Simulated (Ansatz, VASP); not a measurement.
# Two plane-wave programs on ScSi2Ni2

```
Sc Si Ni
1.0
    -1.86794    1.86794    4.71802
     1.86794   -1.86794    4.71802
     1.86794    1.86794   -4.71802
Sc Si Ni
1 2 2
Direct
  0.00000 0.00000 0.00000
  0.37857 0.37857 0.00000
  0.62143 0.62143 0.00000
  0.75000 0.25000 0.50000
  0.25000 0.75000 0.50000
```

Alike in both runs: functional LDA; k mesh 14 × 14 × 14; occupations gaussian, width 0.1 eV; no spin polarisation.

Ansatz relaxed the structure, and its values are those at the end. VASP's run is a single point on that final structure, the one shown.

```csv
,VASP,Ansatz
version,VASP 6.6.1,Ansatz 0.2.0
potentials or method,"VASP PAW LDA potentials, release 64 (Sc_sv, Si, Ni), cutoff 520 eV","scalar-relativistic, plane waves, PAW"
valence electrons in the cell,39,55
```

Ansatz gave:

```
gap on the k mesh at the Fermi level (eV) : none
pressure (GPa)                            : 0.0
rms of the force components (eV/Å)        : 0.001
```

**Question.** What did VASP give for the same quantities?

**Answer.** gap on the k mesh at the Fermi level (eV): none; pressure (GPa): 0.3; rms of the force components (eV/Å): 0.007.

LDA's correlation is that of Perdew and Zunger in VASP and of Perdew and Wang (1992) in Ansatz. A gap of «none» marks a metal or a gap that the smearing closes. VASP's potentials hold 39 valence electrons a cell and Ansatz's 55, so a difference there can come from the potentials and not from the codes.
